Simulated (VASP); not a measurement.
Set up this calculation in VASP 6.6.1, as the native input.

```
Task                   : single point
Functional             : PBE
Dispersion             : D3(BJ)
Potentials or basis    : VASP PAW PBE potentials, release 64 (Al, Ti_sv, H)
Cutoff                 : 520 eV
k mesh                 : 6 × 6 × 1
Occupations            : gaussian, width 0.1 eV
Spin                   : no spin polarisation
Dipole correction      : yes
Further INCAR settings : ALGO = Normal; EDIFF = 1e-06; NBANDS = 32
```

The structure of Ti2Al6H lies in POSCAR:

```
Ti2Al6H
1.0
    5.0241861190      0.0000000000      0.0000000000
    2.1588814530      4.5367033218      0.0000000000
    0.0000000000      0.0000000000     21.2187109014
Al Ti H
6 2 1
Direct
    0.5000000000      0.0000000000      0.1885128658
    0.0000000000      0.5000000000      0.1885128658
    0.0000000000      0.0000000000      0.2517328341
    0.0000000000      0.5000000000      0.3193548961
    0.5000000000      0.0000000000      0.3193548961
    0.5000000000      0.5000000000      0.3826203646
    0.5000000000      0.5000000000      0.2517328341
    0.0000000000      0.0000000000      0.3797002555
    0.5000000000      0.6666666667      0.5145793706
```

The input as run:

INCAR

```
SYSTEM = Ti2Al6H
PREC     = Accurate       ! precision mode
ENCUT    = 520            ! plane-wave cutoff, eV
EDIFF    = 1E-6           ! SCF threshold, eV
ISMEAR   = 0              ! smearing method
SIGMA    = 0.1            ! smearing width, eV
LREAL    = .FALSE.        ! projectors in reciprocal space
LASPH    = .TRUE.         ! aspherical terms in the spheres
NELM     = 60             ! most SCF steps
ALGO     = Normal         ! electronic algorithm
ISIF     = 2              ! what is computed and relaxed
LWAVE    = .FALSE.        ! write WAVECAR
LCHARG   = .FALSE.        ! write CHGCAR
LDIPOL   = .TRUE.       
IDIPOL   = 3            
DIPOL    = 0.5 0.5 0.311
GGA      = PE             ! functional
IVDW     = 12             ! dispersion correction
NBANDS   = 32             ! bands
```

KPOINTS

```
Automatic mesh
0
G
  6 6 1
  0 0 0
```

Potentials or basis: VASP PAW PBE potentials, release 64 (Al, Ti_sv, H).

Run with:

```console
$ cat potpaw_PBE.64/Al/POTCAR potpaw_PBE.64/Ti_sv/POTCAR potpaw_PBE.64/H/POTCAR > POTCAR
$ mpirun -np 1 vasp_std > vasp.out
```

Results of the run:

```
Largest force              : 1.326 eV/Å
Band gap on the k mesh     : zero (an odd number of electrons rules out a gap without spin polarisation)
Dispersion energy per atom : -0.226 eV
```

Wall time 4.9 min on 1 thread of AMD EPYC 9R45 96-Core Processor (Zen 5), with other jobs on the host, peak memory 0.66 GiB.
